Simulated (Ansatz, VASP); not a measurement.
**Two plane-wave programs on K**

```
CELL_PARAMETERS angstrom
0.00000 4.80555 4.80555
4.80555 0.00000 4.80555
4.80555 4.80555 0.00000
ATOMIC_POSITIONS crystal
K 0.87500 0.87500 0.87500
K 0.12500 0.12500 0.12500
```

Alike in both runs: functional PBE; k mesh 8 × 8 × 8; occupations fermi-dirac, width 0.1 eV; no spin polarisation.

Ansatz relaxed the structure, and its values are those at the end. VASP's run is a single point on that final structure, the one shown.

|  | VASP | Ansatz |
| --- | --- | --- |
| version | VASP 6.6.1 | Ansatz 0.2.0 |
| potentials or method | VASP PAW PBE potentials, release 64 (K_sv) | PAW with Ansatz's default frozen-core files, scalar-relativistic |
| plane-wave cutoff (eV) | 520 | 420 |
| valence electrons in the cell | 18 | 18 |

|  | VASP | Ansatz | Ansatz less VASP |
| --- | --- | --- | --- |
| pressure (GPa) | 0.0 | 0.0 | +0.01 |

With one functional, cell and mesh, what is left measures potentials, basis and numerics.
